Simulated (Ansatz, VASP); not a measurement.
**AlN: VASP beside Ansatz**

Contents of INCAR:

```
SYSTEM = AlN
ALGO = Normal ; EDIFF = 1E-6
ENCUT = 520 ; GGA = PE
ISIF = 2 ; ISMEAR = 0
LASPH = .True. ; LCHARG = .True.
LELF = .True. ; LREAL = .False.
LVHAR = .True. ; LWAVE = .False.
NBANDS = 16 ; NELM = 80
PREC = Accurate ; SIGMA = 0.05
```

KPOINTS

```
k-points
0
Gamma
  12 12 6
  0 0 0
```

Contents of POSCAR:

```
AlN
1.0
    3.2043322161      0.0000000000      0.0000000000
   -1.6021661081      2.7750331013      0.0000000000
    0.0000000000      0.0000000000      4.9033300000
Al N
2 2
Direct
    0.3333333333      0.6666666667      0.0000000000
    0.6666666667      0.3333333333      0.5000000000
    0.3333333333      0.6666666667      0.3850000000
    0.6666666667      0.3333333333      0.8850000000
```

Input for Ansatz:

```yaml
crystal:
  lattice:
    - [3.2043322161, 0.0, 0.0]
    - [-1.6021661081, 2.7750331013, 0.0]
    - [0.0, 0.0, 4.90333]
  atoms:
    - { symbol: Al, position: [0.3333333333, 0.6666666667, 0.0] }
    - { symbol: Al, position: [0.6666666667, 0.3333333333, 0.5] }
    - { symbol: "N", position: [0.3333333333, 0.6666666667, 0.385] }
    - { symbol: "N", position: [0.6666666667, 0.3333333333, 0.885] }
basis:
  ecutwfc: 420
kpoints:
  mp_grid: { grid: [12, 12, 6] }
hamiltonian:
  xc: pbe
scf:
  occupations: { method: gaussian, width: 0.05 }
output:
  forces: true
  stress: true
  eigenvalues: true
```

Change from the starting cell: strain +0.030 along x and y, -0.015 along z, atoms carried along.

Alike in both runs: task single point; functional PBE; k mesh 12 × 12 × 6; occupations gaussian, width 0.05 eV; no spin polarisation.

|  | VASP | Ansatz |
| --- | --- | --- |
| version | VASP 6.6.1 | Ansatz 0.2.0 |
| potentials or method | VASP PAW PBE potentials, release 64 (Al, N), cutoff 520 eV | scalar-relativistic, plane waves, PAW |
| valence electrons in the cell | 16 | 16 |

Ansatz gave:

- gap on the k mesh at the Fermi level (eV): 3.67
- least direct gap on the mesh (eV): 3.67
- pressure (GPa): -4.6
- traceless stress, the component that is largest in VASP (GPa): 9.81
- rms of the force components (eV/Å): 0.175

**Question.** Estimate VASP's values.

**Answer.** gap on the k mesh at the Fermi level (eV): 3.67; least direct gap on the mesh (eV): 3.67; pressure (GPa): -4.8; traceless stress, the component that is largest in VASP (GPa): 9.93; rms of the force components (eV/Å): 0.175.

Atom by atom the forces differ by 0.000 eV/Å (rms over components).
